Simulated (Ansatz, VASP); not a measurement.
# Ir2Pt in VASP and in Ansatz

```
Ir Pt
1.0
     0.00000    3.63866    3.63866
     3.63866    0.00000    3.63866
     3.63866    3.63866    0.00000
Ir Pt
4 2
Direct
  0.12500 0.12500 0.12500
  0.62500 0.12500 0.12500
  0.12500 0.12500 0.62500
  0.12500 0.62500 0.12500
  0.50000 0.50000 0.50000
  0.75000 0.75000 0.75000
```

Alike in both runs: functional PBE; k mesh 10 × 10 × 10; occupations gaussian, width 0.1 eV; no spin polarisation.

Ansatz relaxed the structure, and its values are those at the end. VASP's run is a single point on that final structure, the one shown.

|  | VASP | Ansatz |
| --- | --- | --- |
| version | VASP 6.6.1 | Ansatz 0.2.0 |
| potentials or method | VASP PAW PBE potentials, release 64 (Ir, Pt), cutoff 520 eV | scalar-relativistic, plane waves, PAW |
| valence electrons in the cell | 56 | 104 |

VASP gave:

- gap on the k mesh at the Fermi level (eV): none
- pressure (GPa): 0.3

Q: What did Ansatz give for the same quantities?

A: gap on the k mesh at the Fermi level (eV): none; pressure (GPa): 0.0.

A gap of «none» marks a metal or a gap that the smearing closes. With one functional, cell and mesh, what is left measures potentials, basis and numerics. VASP's potentials hold 56 valence electrons a cell and Ansatz's 104, so a difference there can come from the potentials and not from the codes.

Neither program's run includes spin-orbit coupling.
